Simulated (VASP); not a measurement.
# I (Fmmm) in VASP: further runs

I is run at these levels: PBE+D3(BJ); tasks: relaxation of cell and atoms, single point.

Everything below comes from runs of VASP 6.6.1. Logs are shortened: lines on timing, memory, paths and dates and some standing lists are left out, and cuts for length are marked.

## Step 1: The cell of the first run

The structure is orthorhombic, space group Fmmm (No. 69). Conventional cell: a = 4.384 Å, b = 4.731 Å, c = 7.820 Å, α = 90.00°, β = 90.00°, γ = 90.00°. I (site symmetry mmm) has 4 I at 3.23 Å within 4.2 Å.

## Step 2: Relaxation of cell and atoms, PBE+D3(BJ)

The input, INCAR:

```
SYSTEM = I
ALGO = Normal
EDIFF = 1E-6
EDIFFG = -0.005
ENCUT = 600
GGA = PE
IBRION = 2
ISIF = 3
ISMEAR = 0
IVDW = 12
LASPH = .TRUE.
LCHARG = .FALSE.
LREAL = .FALSE.
LWAVE = .FALSE.
NELM = 100
NSW = 100
PREC = Accurate
SIGMA = 0.1
```

The input, KPOINTS:

```
k-points
0
G
  14 14 14
  0 0 0
```

The input, POSCAR:

```
I
1.0
    0.0000000000      2.3656004428      3.9098401324
    2.1922454667      0.0000000000      3.9098401324
    2.1922454667      2.3656004428      0.0000000000
I
1
Direct
    0.0000000000      0.0000000000      0.0000000000
```

Potentials or basis: VASP PAW PBE potentials, release 64 (I).

Launch:

```bash
$ cat potpaw_PBE.64/I/POTCAR > POTCAR
$ mpirun -np 1 vasp_std > vasp.out
```

OUTCAR:

```text
SYSTEM = I
   EDIFF = 1E-6
   EDIFFG = -0.005
   ENCUT = 600
   GGA = PE
   IBRION = 2
   ISIF = 3
   ISMEAR = 0
   IVDW = 12
   LASPH = .TRUE.
   LREAL = .FALSE.
   NELM = 100
   NSW = 100
   PREC = Accurate
 IVDW          = 12

 ion  position               nearest neighbor table
   1  0.000  0.000  0.000-

  LATTYP: Found a face centered orthorhombic cell.
 ALAT       =     4.3844909334
 B/A-ratio  =     1.0790764441
 C/A-ratio  =     1.7834864717

  Lattice vectors:

 A1 = (   0.0000000000,   2.3656004428,   3.9098401324)
 A2 = (   2.1922454667,   0.0000000000,   3.9098401324)
 A3 = (   2.1922454667,   2.3656004428,   0.0000000000)

Analysis of symmetry for initial positions (statically):
=====================================================================
 Subroutine PRICEL returns:
 Original cell was already a primitive cell.

 Routine SETGRP: Setting up the symmetry group for a
 face centered orthorhombic supercell.

 Subroutine GETGRP returns: Found  8 space group operations
 (whereof  8 operations were pure point group operations)
 out of a pool of  8 trial point group operations.

The static configuration has the point symmetry D_2h.

Analysis of symmetry for dynamics (positions and initial velocities):
=====================================================================
 Subroutine PRICEL returns:
 Original cell was already a primitive cell.

 Routine SETGRP: Setting up the symmetry group for a
 face centered orthorhombic supercell.

 Subroutine GETGRP returns: Found  8 space group operations
 (whereof  8 operations were pure point group operations)
 out of a pool of  8 trial point group operations.

The dynamic configuration has the point symmetry D_2h.

 Subroutine INISYM returns: Found  8 space group operations
 (whereof  8 operations are pure point group operations),
 and found     1 'primitive' translations

----------------------------------------------------------------------------------------

                                     Primitive cell

  volume of cell :      40.5527

  direct lattice vectors                    reciprocal lattice vectors
     0.000000000  2.365600443  3.909840132    -0.228076649  0.211362828  0.127882467
     2.192245467  0.000000000  3.909840132     0.228076649 -0.211362828  0.127882467
     2.192245467  2.365600443  0.000000000     0.228076649  0.211362828 -0.127882467

  length of vectors
     4.569782852  4.482498193  3.225214046     0.336224818  0.336224818  0.336224818

  position of ions in fractional coordinates (direct lattice)
     0.000000000  0.000000000  0.000000000

  ion indices of the primitive-cell ions
   primitive index   ion index
                 1           1

----------------------------------------------------------------------------------------

 KPOINTS: k-points

Automatic generation of k-mesh.
 Grid dimensions read from file:
 generate k-points for:   14   14   14

 Generating k-lattice:

  Cartesian coordinates                     Fractional coordinates (reciprocal lattice)
    -0.016291189  0.015097345  0.009134462     0.071428571  0.000000000  0.000000000
     0.016291189 -0.015097345  0.009134462     0.000000000  0.071428571  0.000000000
     0.016291189  0.015097345 -0.009134462     0.000000000  0.000000000  0.071428571

  Length of vectors
     0.024016058  0.024016058  0.024016058

  Shift w.r.t. Gamma in fractional coordinates (k-lattice)
     0.000000000  0.000000000  0.000000000

 Subroutine IBZKPT returns following result:
 ===========================================

 Found    428 irreducible k-points:

 Following reciprocal coordinates:
            Coordinates               Weight
  0.000000  0.000000  0.000000      1.000000
  0.071429  0.000000  0.000000      8.000000
  0.142857  0.000000  0.000000      8.000000
  0.214286 -0.000000  0.000000      8.000000
  0.285714  0.000000  0.000000      8.000000
  0.357143  0.000000  0.000000      8.000000
[... 16 lines left out ...]
  0.214286  0.142857  0.000000      8.000000
  0.285714  0.142857  0.000000      8.000000
 [... further k-points ...]
   k-points           NKPTS =    428   k-points in BZ     NKDIM =    428   number of bands    NBANDS=      7
   number of dos      NEDOS =    301   number of ions     NIONS =      1
   total plane-waves  NPLWV =  40320
   dimension x,y,z NGX =    40 NGY =   36 NGZ =   28
   dimension x,y,z NGXF=    80 NGYF=   72 NGZF=   56
   ions per type =               1
   NGX,Y,Z   is equivalent  to a cutoff of  14.55, 13.35, 14.43 a.u.
   NGXF,Y,Z  is equivalent  to a cutoff of  29.10, 26.70, 28.87 a.u.
 SYSTEM =  I
   PREC   = accura    normal or accurate (medium, high low for compatibility)
   ISTART =      0    job   : 0-new  1-cont  2-samecut
   ICHARG =      2    charge: 1-file 2-atom 10-const
   ISPIN  =      1    spin polarized calculation?
   LNONCOLLINEAR =      F non collinear calculations
   LSORBIT =      F    spin-orbit coupling
   LASPH  =      T    aspherical Exc in radial PAW
   ENCUT  =  600.0 eV  44.10 Ry    6.64 a.u.   9.13  8.95  6.44*2*pi/ulx,y,z
   NELM   =    100;   NELMIN=  2; NELMDL= -5     # of ELM steps
   EDIFF  = 0.1E-05   stopping-criterion for ELM
   LREAL  =      F    real-space projection
   EDIFFG = -.5E-02   stopping-criterion for IOM
   NSW    =    100    number of steps for IOM
   IBRION =      2    ionic relax: 0-MD 1-quasi-New 2-CG
   NFREE  =      1    steps in history (QN), initial steepest desc. (CG)
   ISIF   =      3    stress and relaxation
   ISYM   =      2    0-nonsym 1-usesym 2-fastsym
   POTIM  = 0.5000    time-step for ionic-motion
   TEBEG  =    0.0;   TEEND  =   0.0 temperature during run
   PSTRESS=    0.0 pullay stress
   NELECT =       7.0000    total number of electrons
   NUPDOWN=      -1.0000    fix difference up-down
   EMIN   =  10.00;   EMAX   =-10.00  energy-range for DOS
   EFERMI =   0.00;   METHOD = LEGACY
   ISMEAR =     0;   SIGMA  =   0.10  broadening in eV -4-tet -1-fermi 0-gaus
   EFERMI_NEDOS =   21; number of points for ismear=-14 and -15
   IALGO  =     38    algorithm
   IMIX   =      4    mixing-type and parameters
     AMIX     =   0.40;   BMIX     =  1.00
     AMIX_MAG =   1.60;   BMIX_MAG =  1.00
  volume/ion in A,a.u.               =      40.55       273.66
  Fermi-wavevector in a.u.,A,eV,Ry     =   0.911523  1.722529 11.304731  0.830874
  Thomas-Fermi vector in A             =   2.035812
   LORBIT       =      0    0 simple, 1 ext, 2 COOP (PROOUT), +10 PAW based schemes
   GGA     = PE    functional components
   LHFCALC =     F    Hartree Fock is set to
   AEXX    =    0.0000 exact exchange contribution
   IVDW    =    12    specifies the selected vdW correction
   LEPSILON=     F    determine dielectric tensor
   LRPA    =     F    only Hartree local field effects (RPA)
 conjugate gradient relaxation of ions
 non-spin polarized calculation
 Gauss-broadening in eV      SIGMA  =   0.10
  energy-cutoff  :      600.00
  volume of cell :       40.55
 maximum number of plane-waves:      1390
 NGX is ok and might be reduce to    40
   NGX = 19   NGY = 17   NGZ = 13

--------------------------------------- Ionic step        1  -------------------------------------------

 number of electron       6.9999999 magnetization

 Free energy of the ion-electron system (eV)
  ---------------------------------------------------
  ext. energy  EPLUGINS =         0.00000000
  ---------------------------------------------------
  free energy    TOTEN  =        -1.40655959 eV

  energy without entropy =       -1.40409821  energy(sigma->0) =       -1.40532890

------------------------ aborting loop because EDIFF is reached ----------------------------------------

 Edisp (eV)   -0.31720

 E8    (eV) :    -0.1413

  FORCE on cell =-STRESS in cart. coord.  units (eV):
  Direction    XX          YY          ZZ          XY          YZ          ZX
  --------------------------------------------------------------------------------------
  -------------------------------------------------------------------------------------
  Total      -0.21695    -0.31342    -0.18525    -0.00000     0.00000     0.00000
  in kB      -8.57137   -12.38271    -7.31906    -0.00000     0.00000     0.00000
  external pressure =       -9.42 kB  Pullay stress =        0.00 kB
[... 94 lines left out ...]
  FREE ENERGIE OF THE ION-ELECTRON SYSTEM (eV)
  ---------------------------------------------------
  free  energy   TOTEN  =        -1.7275641729 eV

  energy  without entropy=       -1.7252442374  energy(sigma->0) =       -1.72640421

[... ionic steps 4 to 32 ...]

--------------------------------------- Ionic step       33  -------------------------------------------

 number of electron       7.0000000 magnetization

------------------------ aborting loop because EDIFF is reached ----------------------------------------

 Edisp (eV)   -0.34497

 E8    (eV) :    -0.1544
[... 67 lines left out ...]
  energy  without entropy=       -1.7305986259  energy(sigma->0) =       -1.73176928

--------------------------------------- Ionic step       35  -------------------------------------------

 number of electron       7.0000000 magnetization

 Free energy of the ion-electron system (eV)
  ---------------------------------------------------
  ext. energy  EPLUGINS =         0.00000000
  ---------------------------------------------------
  free energy    TOTEN  =        -1.38776693 eV

  energy without entropy =       -1.38542403  energy(sigma->0) =       -1.38659548

 E-fermi :   4.3095     XC(G=0):  -8.6096

 val. band max:        4.3061636950   @ k =   0.4286   0.0714   0.1429
 cond. band min:       4.3145521524   @ k =  -0.2857   0.0714   0.1429
 fundamental gap:      0.0083884574
 Fermi energy:         4.3094841561

 k-point     1 :       0.0000    0.0000    0.0000
  band No.  band energies     occupation
      1      -9.8857      2.00000
      2       2.4891      2.00000
      3       5.2105      0.00000
      4       5.2188      0.00000
      5       8.9916      0.00000
      6      11.6862      0.00000
      7      12.6257      0.00000
[... 221 lines left out ...]
 k-point    24 :       0.2857    0.1429    0.0000
  band No.  band energies     occupation
      1      -9.5396      2.00000
      2       1.3765      2.00000
      3       3.4086      2.00000
      4       5.2524      0.00000
      5      11.2545      0.00000
      6      11.8857      0.00000
      7      13.7974      0.00000

 [... further k-points ...]

------------------------ aborting loop because EDIFF is reached ----------------------------------------

 Edisp (eV)   -0.34517

 E8    (eV) :    -0.1545

  FORCE on cell =-STRESS in cart. coord.  units (eV):
  Direction    XX          YY          ZZ          XY          YZ          ZX
  --------------------------------------------------------------------------------------
  -------------------------------------------------------------------------------------
  Total       0.00197     0.00475    -0.00313    -0.00000     0.00000     0.00000
  in kB       0.08368     0.20144    -0.13275    -0.00000     0.00000     0.00000
  external pressure =        0.05 kB  Pullay stress =        0.00 kB
[... 16 lines left out ...]
  FREE ENERGIE OF THE ION-ELECTRON SYSTEM (eV)
  ---------------------------------------------------
  free  energy   TOTEN  =        -1.7329410573 eV

  energy  without entropy=       -1.7305981587  energy(sigma->0) =       -1.73176961

 reached required accuracy - stopping structural energy minimisation
```

Run time: 12 min. Hardware: 1 thread of Intel Xeon 6975P-C (Granite Rapids), shared host; peak memory 0.33 GiB.

Results:

- Free energy: -1.7329 eV
- Relaxed volume: 37.78 Å³/atom
- Relaxed cell: a = 4.337 Å, b = 4.339 Å, c = 3.194 Å, α = 68.36°, β = 68.44°, γ = 43.20°
- Space group after relaxing (to 0.05 Å): I4/mmm (No. 139)
- Energy gained by relaxing: 9.2 meV/atom
- Ionic steps: 35
- Pressure after relaxing: 0.0 GPa
- Dispersion energy per atom: -0.345 eV

The path:
```csv
step,energy change (eV),largest force (eV/Å),pressure (GPa),volume (Å³)
1,0.0000,0.0000,-0.94,40.55
2,-0.0037,0.0000,0.10,39.17
3,-0.0038,0.0000,-0.05,39.36
4,-0.0055,0.0000,-0.04,39.00
5,-0.0078,0.0000,-0.11,38.24
6,-0.0066,0.0000,0.19,36.72
7,-0.0084,0.0000,0.03,37.66
8,-0.0084,0.0000,0.06,37.62
9,-0.0085,0.0000,-0.06,37.75
10,-0.0085,0.0000,-0.09,37.80
11,-0.0086,0.0000,-0.09,37.80
12,-0.0087,0.0000,-0.08,37.83
13,-0.0089,0.0000,-0.04,37.88
14,-0.0091,0.0000,0.02,37.98
15,-0.0091,0.0000,-0.08,38.05
16,-0.0091,0.0000,-0.06,38.03
17,-0.0091,0.0000,-0.01,37.95
18,-0.0092,0.0000,0.03,37.84
19,-0.0092,0.0000,-0.06,37.83
20,-0.0092,0.0000,-0.02,37.84
21,-0.0092,0.0000,-0.02,37.84
22,-0.0092,0.0000,-0.04,37.83
23,-0.0092,0.0000,-0.02,37.84
24,-0.0092,0.0000,-0.02,37.84
25,-0.0092,0.0000,-0.02,37.84
26,-0.0092,0.0000,0.01,37.81
27,-0.0092,0.0000,0.03,37.82
28,-0.0092,0.0000,-0.01,37.83
29,-0.0092,0.0000,-0.03,37.82
30,-0.0092,0.0000,-0.01,37.82
31,-0.0092,0.0000,-0.01,37.82
32,-0.0092,0.0000,0.00,37.82
33,-0.0092,0.0000,0.01,37.80
34,-0.0092,0.0000,0.02,37.78
35,-0.0092,0.0000,0.01,37.78
```

Final structure:
```
CELL_PARAMETERS angstrom
0.00000 2.25601 3.70365
2.26072 0.00000 3.70365
2.26072 2.25601 0.00000
ATOMIC_POSITIONS crystal
I 0.00000 0.00000 0.00000
```

Caveat: spin-orbit coupling is left out, which moves the levels of the heavy elements; an odd number of electrons without spin polarisation forces a metal; a magnetic or distorted state may lie lower; pairwise dispersion overbinds metals, which lowers pressure and volume.

(Continued in part 2 of 2.)
